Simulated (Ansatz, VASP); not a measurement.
**Two plane-wave programs on Al**

```xyz
2
Lattice="1.3983 0.8073 5.2510 -1.3983 0.8073 5.2510 0.0000 -1.6147 5.2510" Properties=species:S:1:pos:R:3 pbc="T T T"
Al    0.0000    0.0000    1.3871
Al    0.0000    0.0000   14.3658
```

Alike in both runs: task relaxation of cell and atoms; functional PBE; k mesh 24 × 24 × 24; occupations gaussian, width 0.1 eV; no spin polarisation.

|  | VASP | Ansatz |
| --- | --- | --- |
| version | VASP 6.6.1 | Ansatz 0.2.0 |
| potentials or method | VASP PAW PBE potentials, release 64 (Al), cutoff 500 eV | scalar-relativistic, plane waves, PAW |
| valence electrons in the cell | 6 | 6 |

|  | VASP | Ansatz | Ansatz less VASP |
| --- | --- | --- | --- |
| gap on the k mesh at the Fermi level, each at its own relaxed structure (eV) | none | none | - |
| relaxed volume (Å³/atom) | 17.74 | 17.73 | -0.010 |
| relaxed length of the cell vector where the two differ most in proportion (Å) | 5.315 | 5.317 | +0.0021 |

A gap of «none» marks a metal or a gap that the smearing closes.
